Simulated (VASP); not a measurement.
Here is a VASP 6.6.1 calculation.

The input INCAR:

```
PREC     = Accurate       # precision mode
ENCUT    = 520            # plane-wave cutoff, eV
EDIFF    = 1E-7           # SCF threshold, eV
ISMEAR   = -1             # smearing method
SIGMA    = 0.05           # smearing width, eV
LREAL    = False          # projectors in reciprocal space
LASPH    = True           # aspherical terms in the spheres
NELM     = 60             # most SCF steps
ALGO     = Normal         # electronic algorithm
ISIF     = 2              # what is computed and relaxed
LWAVE    = False          # write WAVECAR
LCHARG   = True           # write CHGCAR
GGA      = PE             # functional
LELF     = True           # ELF
LVHAR    = True         
NBANDS   = 34             # bands
```

KPOINTS

```
Automatic mesh
0
Gamma
  9 9 1
```

Contents of POSCAR:

```
In
1.0
    3.3392736332      0.0000000000      0.0000000000
   -1.6696368166      2.8918957965      0.0000000000
    0.0000000000      0.0000000000     23.2074632500
In
4
Direct
    0.6666666667      0.3333333333      0.3231719003
    0.3333333333      0.6666666667      0.4413060572
    0.6666666667      0.3333333333      0.5586939428
    0.3333333333      0.6666666667      0.6768280997
```

Potentials or basis: VASP PAW PBE potentials, release 64 (In_d).

Command:

```bash
$ cat potpaw_PBE.64/In_d/POTCAR > POTCAR
$ mpirun -np 1 vasp_std > vasp.out
```

Q: Predict the band gap on the k mesh.

A: Zero (bands 26 and 27 overlap by 1.99 eV).

Q: Predict the largest force.

A: 0.099 eV/Å.

Forces in eV/Å, atoms in the order of the input:
```
In   0.000  0.000 -0.099
In   0.000  0.000  0.097
In   0.000  0.000 -0.097
In   0.000  0.000  0.099
```

Caveat: there is no dipole correction, which matters where the two faces differ; spin-orbit coupling is left out, which moves the levels of the heavy elements.
